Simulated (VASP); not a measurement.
Write the native input for VASP 6.6.1 that does the following.

```
Task                   : single point
Functional             : pbe exchange, lda correlation
Potentials or basis    : VASP PAW PBE potentials, release 64 (P)
Cutoff                 : 500 eV
k mesh                 : 8 × 8 × 6
Occupations            : fermi-dirac, width 0.15 eV
Spin                   : no spin polarisation
Dipole correction      : no
Further INCAR settings : ALGO = Normal; EDIFF = 1e-06; NBANDS = 18
```

The structure of P lies in POSCAR:

```
P
1.0
    1.6586556482     -5.5012310827      0.0000000000
    1.6586556482      5.5012310827      0.0000000000
    0.0000000000      0.0000000000      4.5737267689
P
4
Direct
    0.9041431300      0.0958568700      0.5888151700
    0.0958568700      0.9041431300      0.4111848300
    0.5958568700      0.4041431300      0.0888151700
    0.4041431300      0.5958568700      0.9111848300
```

These files were run (other wordings do the same):

INCAR

```
SYSTEM = P
ALGO = Normal
EDIFF = 1E-6
ENCUT = 500
GGA = LIBXC
GGA_COMPAT = .FALSE.
ISIF = 2
ISMEAR = -1
LASPH = .TRUE.
LCHARG = .FALSE.
LIBXC1 = GGA_X_PBE
LIBXC2 = LDA_C_PW
LREAL = .FALSE.
LWAVE = .FALSE.
NBANDS = 18
NELM = 120
PREC = Accurate
SIGMA = 0.15
```

KPOINTS

```
k-points
0
G
  8 8 6
  0 0 0
```

Potentials or basis: VASP PAW PBE potentials, release 64 (P).

Command:

```bash
$ cat potpaw_PBE.64/P/POTCAR > POTCAR
$ mpirun -np 1 vasp_std > vasp.out
```

It gave:

The pressure is 5.9 GPa, the largest force is 0.215 eV/Å and the band gap on the k mesh is 0.36 eV.

Caveat: the cell stands under pressure; the PAW data sets were made with another functional, which shifts forces and pressure a little.

Run time: 64 s on 1 thread of Intel(R) Xeon(R) 6975P-C (Granite Rapids), with other jobs on the host, peak memory 0.27 GiB.
